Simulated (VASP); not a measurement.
BiTe, 4 atoms in the cell. It takes space group I4/mmm (No. 139, tetragonal). Conventional cell: a = 4.573 Å, b = 4.573 Å, c = 6.758 Å, α = 90.00°, β = 90.00°, γ = 90.00°. Within 4.3 Å of Bi (site symmetry 4/mmm) lie 6 Te at 3.23 to 3.38 Å. Te (site symmetry 4/mmm) has 6 Bi at 3.23 to 3.38 Å within 4.3 Å.  This cell differs from its parent crystal: strain along c alone, the other axes held: +4.5 %.

| Item | Value |
| --- | --- |
| Program | VASP 6.6.1 |
| Task | single point |
| Functional | r2SCAN |
| Potentials or basis | VASP PAW PBE potentials, release 64 (Bi_d, Te) |
| Cutoff | 520 eV |
| k mesh | 10 × 10 × 8 |
| Occupations | gaussian, width 0.1 eV |
| Spin | no spin polarisation |
| Dipole correction | no |
| Further INCAR settings | ALGO = Normal; EDIFF = 1e-07; NBANDS = 29 |

Potentials or basis: VASP PAW PBE potentials, release 64 (Bi_d, Te).

Launch:

```bash
$ cat potpaw_PBE.64/Bi_d/POTCAR potpaw_PBE.64/Te/POTCAR > POTCAR
$ cp INCAR.step1 INCAR
$ mpirun -np 1 vasp_std > vasp.out
$ cp INCAR.step2 INCAR
$ mpirun -np 1 vasp_std > vasp.out
```

Hardware: 1 thread of AMD EPYC 9R45 96-Core Processor (Zen 5), on a shared host.

Question: How long does it take, and how much memory?

Answer: It took 11 min on 1 thread of AMD EPYC 9R45 96-Core Processor (Zen 5), on a shared host, peak memory 0.49 GiB. Counts: k points 105.
